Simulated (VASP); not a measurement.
A run of VASP 6.6.1 is set up as follows.

File INCAR:

```
PREC = Accurate
ENCUT = 520
EDIFF = 1E-6
ISMEAR = -1
SIGMA = 0.05
LREAL = False
LASPH = True
NELM = 80
ALGO = Normal
ISIF = 2
LWAVE = False
LCHARG = False
NBANDS = 44
```

KPOINTS

```
regular mesh
0
Gamma
  12 12 12
```

The input POSCAR:

```
BW
1.0
   -1.5507747132      1.5507747132      8.3848241603
    1.5507747132     -1.5507747132      8.3848241603
    1.5507747132      1.5507747132     -8.3848241603
W B
4 4
Direct
    0.8029959651      0.8029959651      0.0000000000
    0.5529959651      0.0529959651      0.5000000000
    0.9470040349      0.4470040349      0.5000000000
    0.1970040349      0.1970040349      0.0000000000
    0.6560409388      0.6560409388      0.0000000000
    0.4060409388      0.9060409388      0.5000000000
    0.0939590612      0.5939590612      0.5000000000
    0.3439590612      0.3439590612      0.0000000000
```

Potentials or basis: VASP PAW LDA potentials, release 64 (W_sv, B).

Run with:

```console
$ cat potpaw_LDA.64/W_sv/POTCAR potpaw_LDA.64/B/POTCAR > POTCAR
$ mpirun -np 1 vasp_std > vasp.out
```

(1) Estimate the pressure.

(2) Predict the band gap on the k mesh.

(3) What does it give for the largest force?

## Answers

(1) 1.9 GPa.

(2) zero (bands 34 and 35 overlap by 3.37 eV).

(3) 0.013 eV/Å.

Caveat: spin-orbit coupling is left out, which moves the levels of the heavy elements.
